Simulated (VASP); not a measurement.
K3TaO3:

```xyz
14
Lattice="-0.0660 -0.0789 5.9607 4.7762 -5.7713 0.0248 4.6823 5.6953 -0.1292" Properties=species:S:1:pos:R:3 pbc="T T T"
K     4.6986    1.1404    4.4005
K     7.4356   -1.3027    4.4479
K     1.9128   -1.2049    4.5374
K     4.6871   -1.3004    1.4737
K     7.3972    1.1771    1.3492
K     1.8659    1.1789    1.4259
Ta    4.7796   -3.5477    4.3734
Ta    4.7533    3.3989    1.3078
O     1.6269    1.3314    4.5382
O     7.7415    1.2736    4.3869
O     4.7388   -1.7201    4.4712
O     1.6602   -1.4744    1.4877
O     7.7702   -1.5555    1.3771
O     4.6793    1.5205    1.4172
```

```yaml
Program: VASP 6.6.1
Task: relaxation of cell and atoms
Functional: PBE
Potentials_or_basis: VASP PAW PBE potentials, release 64 (K_sv, Ta_pv, O)
Cutoff: 600 eV
k_mesh: 2 × 2 × 2
Occupations: gaussian, width 0.1 eV
Spin: no spin polarisation
```

At the start: pressure 0.5 GPa; volume 23.08 Å³/atom.

Task: How do energy, volume and symmetry change on relaxing?

Result: Over 37 steps the energy falls by 32.1 meV/atom and the volume is 22.99 Å³/atom (-0.4 %); space group P1 (No. 1, to 0.1 Å) before, Cmcm (No. 63, to 0.1 Å).

Step by step:
| step | energy change (eV) | largest force (eV/Å) | pressure (GPa) | volume (Å³) |
| --- | --- | --- | --- | --- |
| 1 | 0.0000 | 4.6553 | 0.48 | 323.12 |
| 2 | 1.4090 | 10.5834 | 1.34 | 326.35 |
| 3 | -0.2992 | 0.7079 | -0.25 | 324.07 |
| 4 | -0.2997 | 0.7142 | -0.24 | 324.03 |
| 5 | -0.3339 | 1.0580 | 0.55 | 322.78 |
| 6 | -0.3354 | 0.8520 | 0.41 | 322.99 |
| 7 | -0.3686 | 0.5642 | 0.36 | 323.29 |
| 8 | -0.4059 | 0.7339 | 0.24 | 324.06 |
| 9 | -0.4256 | 0.2248 | -0.28 | 325.09 |
| 10 | -0.4256 | 0.2254 | -0.25 | 325.04 |
| 11 | -0.4294 | 0.1522 | -0.10 | 324.43 |
| 12 | -0.4296 | 0.2400 | -0.05 | 324.22 |
| 13 | -0.4331 | 0.1420 | 0.02 | 323.70 |
| 14 | -0.4372 | 0.3307 | 0.21 | 322.22 |
| 15 | -0.4397 | 0.2239 | 0.14 | 322.07 |
| 16 | -0.4422 | 0.1612 | -0.07 | 321.64 |
| 17 | -0.4423 | 0.1525 | -0.03 | 321.72 |
| 18 | -0.4433 | 0.0717 | 0.00 | 321.61 |
| 19 | -0.4436 | 0.1208 | 0.04 | 321.50 |
| 20 | -0.4442 | 0.0589 | 0.07 | 321.51 |
| 21 | -0.4446 | 0.1229 | 0.11 | 321.53 |
| 22 | -0.4453 | 0.0764 | 0.06 | 321.77 |
| 23 | -0.4463 | 0.1056 | -0.09 | 322.47 |
| 24 | -0.4468 | 0.0595 | -0.07 | 322.57 |
| 25 | -0.4471 | 0.0673 | -0.06 | 322.67 |
| 26 | -0.4471 | 0.0781 | -0.05 | 322.71 |
| 27 | -0.4474 | 0.0491 | -0.02 | 322.67 |
| 28 | -0.4475 | 0.0555 | 0.02 | 322.63 |
| 29 | -0.4478 | 0.0363 | -0.01 | 322.64 |
| 30 | -0.4479 | 0.0660 | -0.06 | 322.66 |
| 31 | -0.4480 | 0.0677 | -0.07 | 322.60 |
| 32 | -0.4483 | 0.0817 | -0.07 | 322.44 |
| 33 | -0.4482 | 0.1195 | -0.08 | 322.12 |
| 34 | -0.4483 | 0.0969 | -0.08 | 322.31 |
| 35 | -0.4487 | 0.0455 | -0.02 | 322.07 |
| 36 | -0.4488 | 0.0457 | 0.03 | 321.89 |
| 37 | -0.4489 | 0.0168 | 0.02 | 321.89 |

Final structure:
```yaml
crystal:
  lattice:
    - [-0.00024, -0.00143, 6.00095]
    - [4.65177, -5.77675, 0.00016]
    - [4.64159, 5.76705, -0.00290]
  atoms:
    - { symbol: K, position: [0.75065, 0.39546, 0.60732] }
    - { symbol: K, position: [0.75102, 0.90570, 0.68701] }
    - { symbol: K, position: [0.75054, 0.31192, 0.09537] }
    - { symbol: K, position: [0.24921, 0.60374, 0.39185] }
    - { symbol: K, position: [0.24921, 0.68820, 0.90415] }
    - { symbol: K, position: [0.24849, 0.09466, 0.31267] }
    - { symbol: Ta, position: [0.74973, 0.79852, 0.20067] }
    - { symbol: Ta, position: [0.25006, 0.20153, 0.79969] }
    - { symbol: O, position: [0.75507, 0.05201, 0.30199] }
    - { symbol: O, position: [0.75126, 0.69780, 0.94647] }
    - { symbol: O, position: [0.74925, 0.63601, 0.36376] }
    - { symbol: O, position: [0.24867, 0.30258, 0.05382] }
    - { symbol: O, position: [0.24575, 0.94798, 0.69880] }
    - { symbol: O, position: [0.25108, 0.36389, 0.63643] }
```

Caveat: the k points lie up to 0.52 Å⁻¹ apart in the final cell.
